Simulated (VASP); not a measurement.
Wanted: the native input for a VASP 6.6.1 run.

```yaml
Task: single point
Functional: LDA
Potentials_or_basis: VASP PAW LDA potentials, release 64 (Zn)
Cutoff: 520 eV
k_mesh: 20 × 20 × 20
Occupations: gaussian, width 0.15 eV
Spin: no spin polarisation
Dipole_correction: no
Further_INCAR_settings: ALGO = Fast; EDIFF = 1e-07; NBANDS = 12
```

The structure of Zn lies in POSCAR:

```
Zn
1.0
   -1.4454131396      1.5056386871      1.5056386871
    1.4454131396     -1.5056386871      1.5056386871
    1.4454131396      1.5056386871     -1.5056386871
Zn
1
Direct
    0.0000000000      0.0000000000      0.0000000000
```

This cell differs from its parent crystal: normal strain along x -0.0400, normal strain along z +0.0000.

One way to write it, as run:

INCAR

```
SYSTEM = Zn
ALGO = Fast
EDIFF = 1E-7
ENCUT = 520
GGA = CA
ISIF = 2
ISMEAR = 0
LASPH = .TRUE.
LCHARG = .FALSE.
LREAL = .FALSE.
LWAVE = .FALSE.
NBANDS = 12
NELM = 60
PREC = Accurate
SIGMA = 0.15
```

KPOINTS

```
k-points
0
G
  20 20 20
  0 0 0
```

Potentials or basis: VASP PAW LDA potentials, release 64 (Zn).

Launch:

```console
$ cat potpaw_LDA.64/Zn/POTCAR > POTCAR
$ mpirun -np 1 vasp_std > vasp.out
```

It gave:

* Pressure: 5.3 GPa
* Band gap on the k mesh: zero (band 6 reaches 8.11 eV, above the bottom of band 7 at 3.13 eV)

Caveat: the cell differs from its parent crystal (normal strain along x -0.0400, normal strain along z +0.0000).

It took 38 s on 1 thread of Intel(R) Xeon(R) 6975P-C (Granite Rapids) (shared host), peak memory 0.2 GiB.
